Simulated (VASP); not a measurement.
Wanted: the native input for a VASP 6.6.1 run.

- Task: single point
- Functional: PBE
- Potentials or basis: VASP PAW PBE potentials, release 64 (Ge_d, Pd)
- Cutoff: 520 eV
- k mesh: 8 × 8 × 12
- Occupations: gaussian, width 0.1 eV
- Spin: no spin polarisation
- Dipole correction: no
- Further INCAR settings: ALGO = Normal; EDIFF = 1e-07; NBANDS = 41

The structure of Ge4Pd lies in POSCAR:

```
Ge4Pd
1.0
    3.9121981976     -4.1044994356      0.0000000000
    3.9121981976      4.1044994356      0.0000000000
    0.0000000000      0.0000000000      2.9943285601
Ge Pd
4 1
Direct
    0.7256698059      0.7256698059      0.5000000000
    0.2743301941      0.2743301941      0.5000000000
    0.6906090185      0.3093909815      0.0000000000
    0.3093909815      0.6906090185      0.0000000000
    0.0000000000      0.0000000000      0.0000000000
```

The cell was built from a structure type or drawn by symmetry, and may not be a known phase.

The input as run:

INCAR

```
SYSTEM = Ge4Pd
PREC     = Accurate       ! precision mode
ENCUT    = 520            ! plane-wave cutoff, eV
EDIFF    = 1E-7           ! SCF threshold, eV
ISMEAR   = 0              ! smearing method
SIGMA    = 0.1            ! smearing width, eV
LREAL    = .False.        ! projectors in reciprocal space
LASPH    = .True.         ! aspherical terms in the spheres
NELM     = 60             ! most SCF steps
ALGO     = Normal         ! electronic algorithm
ISIF     = 2              ! what is computed and relaxed
LWAVE    = .False.        ! write WAVECAR
LCHARG   = .False.        ! write CHGCAR
GGA      = PE             ! functional
NBANDS   = 41             ! bands
```

KPOINTS

```
Automatic mesh
0
Gamma
  8 8 12
  0 0 0
```

Potentials or basis: VASP PAW PBE potentials, release 64 (Ge_d, Pd).

Command:

```bash
$ cat potpaw_PBE.64/Ge_d/POTCAR potpaw_PBE.64/Pd/POTCAR > POTCAR
$ mpirun -np 1 vasp_std > vasp.out
```

It gave:

The pressure is 0.1 GPa, the largest force is 0.009 eV/Å and the band gap on the k mesh is zero (bands 33 and 34 overlap by 2.50 eV).

It took 4.7 min on 1 thread of Intel(R) Xeon(R) 6975P-C (Granite Rapids), with other jobs on the host, peak memory 0.53 GiB.
